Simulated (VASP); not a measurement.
# TePb (Fm-3m) in VASP: further runs

Aim: see how the results for TePb move with the level of theory and the settings. Levels: PBE+D3(BJ), PBEsol+D4. Tasks: relaxation of cell and atoms.

Everything below comes from runs of VASP 6.6.1. Logs are shortened: lines on timing, memory, paths and dates and some standing lists are left out, and cuts for length are marked.

### Step 1. The cell of the first run

It takes space group Fm-3m (No. 225, cubic). The conventional cell has a = 6.462 Å, b = 6.462 Å, c = 6.462 Å, α = 90.00°, β = 90.00°, γ = 90.00°. Pb (site symmetry m-3m) has 6 Te at 3.23 Å within 4.3 Å. Te (site symmetry m-3m) has 6 Pb at 3.23 Å within 4.3 Å.

### Step 2. Relaxation of cell and atoms, PBE+D3(BJ)

INCAR reads:

```
SYSTEM = TePb
PREC = Accurate ; ENCUT = 600
EDIFF = 1E-6 ; ISMEAR = -1
SIGMA = 0.05 ; LREAL = .FALSE.
LASPH = .TRUE. ; NELM = 100
ALGO = Normal ; ISIF = 3
LWAVE = .FALSE. ; LCHARG = .FALSE.
GGA = PE ; IVDW = 12
IBRION = 2 ; NSW = 80
EDIFFG = -0.01
```

KPOINTS reads:

```
regular mesh
0
G
  7 7 7
  0 0 0
```

POSCAR reads:

```
TePb
1.0
    0.0000000000      3.2310000000      3.2310000000
    3.2310000000      0.0000000000      3.2310000000
    3.2310000000      3.2310000000      0.0000000000
Pb Te
1 1
Direct
    0.0000000000      0.0000000000      0.0000000000
    0.5000000000      0.5000000000      0.5000000000
```

Potentials or basis: VASP PAW PBE potentials, release 64 (Pb_d, Te).

Launch:

```
$ cat potpaw_PBE.64/Pb_d/POTCAR potpaw_PBE.64/Te/POTCAR > POTCAR
$ mpirun -np 1 vasp_std > vasp.out
```

OUTCAR:

```text
SYSTEM = TePb
   PREC = Accurate
   ENCUT = 600
   EDIFF = 1E-6
   ISMEAR = -1
   LREAL = .FALSE.
   LASPH = .TRUE.
   NELM = 100
   ISIF = 3
   GGA = PE
   IVDW = 12
   IBRION = 2
   NSW = 80
   EDIFFG = -0.01
 IVDW          = 12

 ion  position               nearest neighbor table
   1  0.000  0.000  0.000-   2 3.23   2 3.23   2 3.23   2 3.23   2 3.23   2 3.23
   2  0.500  0.500  0.500-   1 3.23   1 3.23   1 3.23   1 3.23   1 3.23   1 3.23

  LATTYP: Found a face centered cubic cell.
 ALAT       =     6.4620000000

  Lattice vectors:

 A1 = (   0.0000000000,   3.2310000000,   3.2310000000)
 A2 = (   3.2310000000,   0.0000000000,   3.2310000000)
 A3 = (   3.2310000000,   3.2310000000,   0.0000000000)

Analysis of symmetry for initial positions (statically):
=====================================================================
 Subroutine PRICEL returns:
 Original cell was already a primitive cell.

 Routine SETGRP: Setting up the symmetry group for a
 face centered cubic supercell.

 Subroutine GETGRP returns: Found 48 space group operations
[... 9 lines left out ...]

 Routine SETGRP: Setting up the symmetry group for a
 face centered cubic supercell.

 Subroutine GETGRP returns: Found 48 space group operations
[... 11 lines left out ...]
                                     Primitive cell

  volume of cell :      67.4592

  direct lattice vectors                    reciprocal lattice vectors
     0.000000000  3.231000000  3.231000000    -0.154750851  0.154750851  0.154750851
     3.231000000  0.000000000  3.231000000     0.154750851 -0.154750851  0.154750851
     3.231000000  3.231000000  0.000000000     0.154750851  0.154750851 -0.154750851

  length of vectors
     4.569324020  4.569324020  4.569324020     0.268036337  0.268036337  0.268036337

  position of ions in fractional coordinates (direct lattice)
     0.000000000  0.000000000  0.000000000
     0.500000000  0.500000000  0.500000000

  ion indices of the primitive-cell ions
   primitive index   ion index
                 1           1
                 2           2

----------------------------------------------------------------------------------------

 KPOINTS: regular mesh

Automatic generation of k-mesh.
 Grid dimensions read from file:
 generate k-points for:    7    7    7

 Generating k-lattice:

  Cartesian coordinates                     Fractional coordinates (reciprocal lattice)
    -0.022107264  0.022107264  0.022107264     0.142857143  0.000000000  0.000000000
     0.022107264 -0.022107264  0.022107264     0.000000000  0.142857143  0.000000000
     0.022107264  0.022107264 -0.022107264     0.000000000  0.000000000  0.142857143

  Length of vectors
     0.038290905  0.038290905  0.038290905

  Shift w.r.t. Gamma in fractional coordinates (k-lattice)
     0.000000000  0.000000000  0.000000000

 Subroutine IBZKPT returns following result:
 ===========================================

 Found     20 irreducible k-points:

 Following reciprocal coordinates:
            Coordinates               Weight
  0.000000  0.000000  0.000000      1.000000
  0.142857  0.000000  0.000000      8.000000
  0.285714  0.000000  0.000000      8.000000
  0.428571  0.000000  0.000000      8.000000
  0.142857  0.142857  0.000000      6.000000
  0.285714  0.142857  0.000000     24.000000
[... 12 lines left out ...]
 -0.428571  0.428571  0.142857     24.000000
 -0.285714  0.428571  0.142857     24.000000
   k-points           NKPTS =     20   k-points in BZ     NKDIM =     20   number of bands    NBANDS=     14
   number of dos      NEDOS =    301   number of ions     NIONS =      2
[... 22 lines left out ...]
   ISIF   =      3    stress and relaxation
   ISYM   =      2    0-nonsym 1-usesym 2-fastsym
   POTIM  = 0.5000    time-step for ionic-motion
   TEBEG  =    0.0;   TEEND  =   0.0 temperature during run
   PSTRESS=    0.0 pullay stress
   NELECT =      20.0000    total number of electrons
   NUPDOWN=      -1.0000    fix difference up-down
   EMIN   =  10.00;   EMAX   =-10.00  energy-range for DOS
   EFERMI =   0.00;   METHOD = LEGACY
   ISMEAR =    -1;   SIGMA  =   0.05  broadening in eV -4-tet -1-fermi 0-gaus
   EFERMI_NEDOS =   21; number of points for ismear=-14 and -15
   IALGO  =     38    algorithm
   IMIX   =      4    mixing-type and parameters
     AMIX     =   0.40;   BMIX     =  1.00
     AMIX_MAG =   1.60;   BMIX_MAG =  1.00
  volume/ion in A,a.u.               =      33.73       227.62
  Fermi-wavevector in a.u.,A,eV,Ry     =   1.091619  2.062861 16.213147  1.191633
  Thomas-Fermi vector in A             =   2.227868
   LORBIT       =      0    0 simple, 1 ext, 2 COOP (PROOUT), +10 PAW based schemes
   GGA     = PE    functional components
   LHFCALC =     F    Hartree Fock is set to
   AEXX    =    0.0000 exact exchange contribution
   IVDW    =    12    specifies the selected vdW correction
   LEPSILON=     F    determine dielectric tensor
   LRPA    =     F    only Hartree local field effects (RPA)
 conjugate gradient relaxation of ions
 non-spin polarized calculation
  energy-cutoff  :      600.00
  volume of cell :       67.46
 maximum number of plane-waves:      2259
 NGX is ok and might be reduce to    40
   NGX = 19   NGY = 19   NGZ = 19

--------------------------------------- Ionic step        1  -------------------------------------------

 number of electron      19.9999998 magnetization

 Free energy of the ion-electron system (eV)
  ---------------------------------------------------
  ext. energy  EPLUGINS =         0.00000000
  ---------------------------------------------------
  free energy    TOTEN  =        -7.50262927 eV

  energy without entropy =       -7.50262681  energy(sigma->0) =       -7.50262804

------------------------ aborting loop because EDIFF is reached ----------------------------------------

 Edisp (eV)   -0.80467

 E8    (eV) :    -0.3899

  FORCE on cell =-STRESS in cart. coord.  units (eV):
  Direction    XX          YY          ZZ          XY          YZ          ZX
  --------------------------------------------------------------------------------------
  -------------------------------------------------------------------------------------
  Total       0.04261     0.04261     0.04261     0.00000    -0.00000    -0.00000
  in kB       1.01199     1.01199     1.01199     0.00000    -0.00000    -0.00000
  external pressure =        1.01 kB  Pullay stress =        0.00 kB

 VOLUME and BASIS-vectors are now :
 -----------------------------------------------------------------------------
  energy-cutoff  :      600.00
  volume of cell :       67.46
      direct lattice vectors                 reciprocal lattice vectors
     0.000000000  3.231000000  3.231000000    -0.154750851  0.154750851  0.154750851
     3.231000000  0.000000000  3.231000000     0.154750851 -0.154750851  0.154750851
     3.231000000  3.231000000  0.000000000     0.154750851  0.154750851 -0.154750851

 POSITION                                       TOTAL-FORCE (eV/Angst)
 -----------------------------------------------------------------------------------
      0.00000      0.00000      0.00000         0.000000      0.000000      0.000000
      3.23100      3.23100      3.23100        -0.000000     -0.000000     -0.000000
 -----------------------------------------------------------------------------------
    total drift:                                0.000000     -0.000000     -0.000000

  FREE ENERGIE OF THE ION-ELECTRON SYSTEM (eV)
  ---------------------------------------------------
  free  energy   TOTEN  =        -8.3072959888 eV

  energy  without entropy=       -8.3072935226  energy(sigma->0) =       -8.30729476

--------------------------------------- Ionic step        2  -------------------------------------------

 number of electron      19.9999998 magnetization

 Free energy of the ion-electron system (eV)
  ---------------------------------------------------
  ext. energy  EPLUGINS =         0.00000000
  ---------------------------------------------------
  free energy    TOTEN  =        -7.50526100 eV

  energy without entropy =       -7.50525862  energy(sigma->0) =       -7.50525981

 E-fermi :   5.9952     XC(G=0):  -9.2869

 val. band max:        5.4806848796   @ k =   0.4286   0.0000   0.0000
 cond. band min:       6.4963728651   @ k =   0.4286   0.0000   0.0000
 fundamental gap:      1.0156879854
 Fermi energy:         5.9952369663

 k-point     1 :       0.0000    0.0000    0.0000
  band No.  band energies     occupation
      1     -11.1309      2.00000
      2     -11.1309      2.00000
      3     -11.1218      2.00000
      4     -11.1218      2.00000
      5     -11.1218      2.00000
      6      -6.4094      2.00000
      7      -0.0183      2.00000
      8       4.2486      2.00000
      9       4.2486      2.00000
     10       4.2486      2.00000
     11       9.6593      0.00000
     12       9.6593      0.00000
     13       9.6593      0.00000
     14      11.3876      0.00000
[... 309 lines left out ...]
      1     -11.1723      2.00000
      2     -11.1328      2.00000
      3     -11.1174      2.00000
      4     -11.1105      2.00000
      5     -11.0977      2.00000
      6      -4.6173      2.00000
      7      -2.4416      2.00000
      8       1.7084      2.00000
      9       2.3341      2.00000
     10       4.9126      2.00000
     11       7.5296      0.00000
     12      10.2882      0.00000
     13      11.0920      0.00000
     14      11.7131      0.00000

------------------------ aborting loop because EDIFF is reached ----------------------------------------

 Edisp (eV)   -0.80210

 E8    (eV) :    -0.3886

  FORCE on cell =-STRESS in cart. coord.  units (eV):
  Direction    XX          YY          ZZ          XY          YZ          ZX
  --------------------------------------------------------------------------------------
  -------------------------------------------------------------------------------------
  Total      -0.00669    -0.00669    -0.00669    -0.00000    -0.00000     0.00000
  in kB      -0.15851    -0.15851    -0.15851    -0.00000    -0.00000     0.00000
  external pressure =       -0.16 kB  Pullay stress =        0.00 kB

 VOLUME and BASIS-vectors are now :
 -----------------------------------------------------------------------------
  energy-cutoff  :      600.00
  volume of cell :       67.67
      direct lattice vectors                 reciprocal lattice vectors
     0.000000000  3.234320812  3.234320812    -0.154591962  0.154591962  0.154591962
     3.234320812 -0.000000000  3.234320812     0.154591962 -0.154591962  0.154591962
     3.234320812  3.234320812 -0.000000000     0.154591962  0.154591962 -0.154591962

 POSITION                                       TOTAL-FORCE (eV/Angst)
 -----------------------------------------------------------------------------------
      0.00000      0.00000      0.00000        -0.000000      0.000000     -0.000000
      3.23432      3.23432      3.23432         0.000000     -0.000000      0.000000
 -----------------------------------------------------------------------------------
    total drift:                                0.000000     -0.000000     -0.000000

  FREE ENERGIE OF THE ION-ELECTRON SYSTEM (eV)
  ---------------------------------------------------
  free  energy   TOTEN  =        -8.3073598967 eV

  energy  without entropy=       -8.3073575123  energy(sigma->0) =       -8.30735870

 reached required accuracy - stopping structural energy minimisation
```

Wall time 34 s (1 thread of Intel Xeon Platinum 8488C (Sapphire Rapids), shared host); peak memory 0.25 GiB.

What came out:

```yaml
Free_energy: -8.3074 eV
Relaxed_volume: 33.83 Å³/atom
Relaxed_cell: a = 4.574 Å, b = 4.574 Å, c = 4.574 Å, α = 60.00°, β = 60.00°, γ = 60.00°
Space_group_after_relaxing_to_0.05_Å: Fm-3m (No. 225)
Energy_gained_by_relaxing: 0.0 meV/atom
Ionic_steps: 2
Pressure_after_relaxing: 0.0 GPa
Dispersion_energy_per_atom: -0.401 eV
```

Final structure:
```cif
data_structure
_symmetry_space_group_name_H-M 'P 1'
_symmetry_Int_Tables_number 1
_cell_length_a 4.5740
_cell_length_b 4.5740
_cell_length_c 4.5740
_cell_angle_alpha 60.000
_cell_angle_beta 60.000
_cell_angle_gamma 60.000
_cell_volume 67.67
loop_
_atom_site_label
_atom_site_type_symbol
_atom_site_fract_x
_atom_site_fract_y
_atom_site_fract_z
_atom_site_occupancy
Pb1 Pb 0.00000 0.00000 0.00000 1
Te1 Te 0.50000 0.50000 0.50000 1
```

Caveat: this odd mesh misses L, where the gap lies, so gap, dielectric constants and Born charges aren't listed; spin-orbit coupling is left out, which moves the levels of the heavy elements. Zero-point motion and thermal expansion aren't in these numbers.

### Step 3. Relaxation of cell and atoms, PBEsol+D4

INCAR reads:

```
  PREC = Accurate
  ENCUT = 600
  EDIFF = 1E-7
  ISMEAR = -1
  SIGMA = 0.05
  LREAL = False
  LASPH = True
  NELM = 60
  ALGO = Normal
  ISIF = 3
  LWAVE = False
  LCHARG = False
  GGA = PS
  IVDW = 13
  IBRION = 2
  NSW = 80
  EDIFFG = -0.02
```

KPOINTS reads:

```
regular mesh
0
Gamma
  7 7 7
```

POSCAR is that of step 2.

Potentials or basis: VASP PAW PBE potentials, release 64 (Pb_d, Te).

Launch:

```
$ cat potpaw_PBE.64/Pb_d/POTCAR potpaw_PBE.64/Te/POTCAR > POTCAR
$ mpirun -np 1 vasp_std > vasp.out
```

OUTCAR:

```text
PREC = Accurate
   ENCUT = 600
   EDIFF = 1E-7
   ISMEAR = -1
   LREAL = False
   LASPH = True
   NELM = 60
   ISIF = 3
   GGA = PS
   IVDW = 13
   IBRION = 2
   NSW = 80
   EDIFFG = -0.02

 ion  position               nearest neighbor table
   1  0.000  0.000  0.000-   2 3.23   2 3.23   2 3.23   2 3.23   2 3.23   2 3.23
   2  0.500  0.500  0.500-   1 3.23   1 3.23   1 3.23   1 3.23   1 3.23   1 3.23

  LATTYP: Found a face centered cubic cell.
 ALAT       =     6.4620000000

  Lattice vectors:

 A1 = (   0.0000000000,   3.2310000000,   3.2310000000)
 A2 = (   3.2310000000,   0.0000000000,   3.2310000000)
 A3 = (   3.2310000000,   3.2310000000,   0.0000000000)

Analysis of symmetry for initial positions (statically):
=====================================================================
[... 169 lines left out ...]

------------------------ aborting loop because EDIFF is reached ----------------------------------------

  DFT-D4 for vdW energy calculation

  Edisp (eV):   -0.50626
[... 71 lines left out ...]
--------------------------------------- Ionic step        3  -------------------------------------------

 number of electron      20.0000000 magnetization

 Free energy of the ion-electron system (eV)
  ---------------------------------------------------
  ext. energy  EPLUGINS =         0.00000000
  ---------------------------------------------------
  free energy    TOTEN  =        -8.25501270 eV

  energy without entropy =       -8.25500659  energy(sigma->0) =       -8.25500964

 E-fermi :   6.2508     XC(G=0):  -9.6238

 val. band max:        5.7924358721   @ k =   0.4286   0.0000   0.0000
 cond. band min:       6.6995081144   @ k =   0.4286   0.0000   0.0000
 fundamental gap:      0.9070722423
 Fermi energy:         6.2507797288

 k-point     1 :       0.0000    0.0000    0.0000
  band No.  band energies     occupation
      1     -10.7812      2.00000
      2     -10.7812      2.00000
      3     -10.7674      2.00000
      4     -10.7674      2.00000
      5     -10.7674      2.00000
      6      -6.4181      2.00000
      7       0.3802      2.00000
      8       4.4398      2.00000
      9       4.4398      2.00000
     10       4.4398      2.00000
     11      10.0007      0.00000
     12      10.0007      0.00000
     13      10.0007      0.00000
     14      11.5857      0.00000
[... 354 lines left out ...]
  FREE ENERGIE OF THE ION-ELECTRON SYSTEM (eV)
  ---------------------------------------------------
  free  energy   TOTEN  =        -8.7773028127 eV

  energy  without entropy=       -8.7772966966  energy(sigma->0) =       -8.77729975

 reached required accuracy - stopping structural energy minimisation
```

Wall time 58 s (1 thread of Intel Xeon Platinum 8488C (Sapphire Rapids), shared host); peak memory 0.25 GiB.

What came out:

| Item | Value |
| --- | --- |
| Free energy | -8.7773 eV |
| Relaxed volume | 32.60 Å³/atom |
| Relaxed cell | a = 4.518 Å, b = 4.518 Å, c = 4.518 Å, α = 60.00°, β = 60.00°, γ = 60.00° |
| Space group after relaxing (to 0.05 Å) | Fm-3m (No. 225) |
| Energy gained by relaxing | 5.5 meV/atom |
| Ionic steps | 3 |
| Pressure after relaxing | 0.0 GPa |
| Dispersion energy per atom | -0.261 eV |

Step by step:
| step | energy change (eV) | largest force (eV/Å) | pressure (GPa) | volume (Å³) |
| --- | --- | --- | --- | --- |
| 1 | 0.0000 | 0.0000 | -1.49 | 67.46 |
| 2 | -0.0095 | 0.0000 | 0.59 | 64.44 |
| 3 | -0.0109 | 0.0000 | 0.00 | 65.20 |

Final structure:
```yaml
crystal:
  lattice:
    - [0.00000, 3.19454, 3.19454]
    - [3.19454, 0.00000, 3.19454]
    - [3.19454, 3.19454, 0.00000]
  atoms:
    - { symbol: Pb, position: [0.00000, 0.00000, 0.00000] }
    - { symbol: Te, position: [0.50000, 0.50000, 0.50000] }
```

Levels at points of the mesh, in eV from the Fermi level:
| k point | band 6 | band 7 | band 8 | band 9 | band 10 | band 11 | band 12 | band 13 | band 14 |
| --- | --- | --- | --- | --- | --- | --- | --- | --- | --- |
| (0.00, 0.00, 0.00) | -12.67 | -5.87 | -1.81 | -1.81 | -1.81 | 3.75 | 3.75 | 3.75 | 5.33 |

Caveat: this odd mesh misses L, where the gap lies, so gap, dielectric constants and Born charges aren't listed; the PAW data sets were made with another functional, which shifts forces and pressure a little; spin-orbit coupling is left out, which moves the levels of the heavy elements.
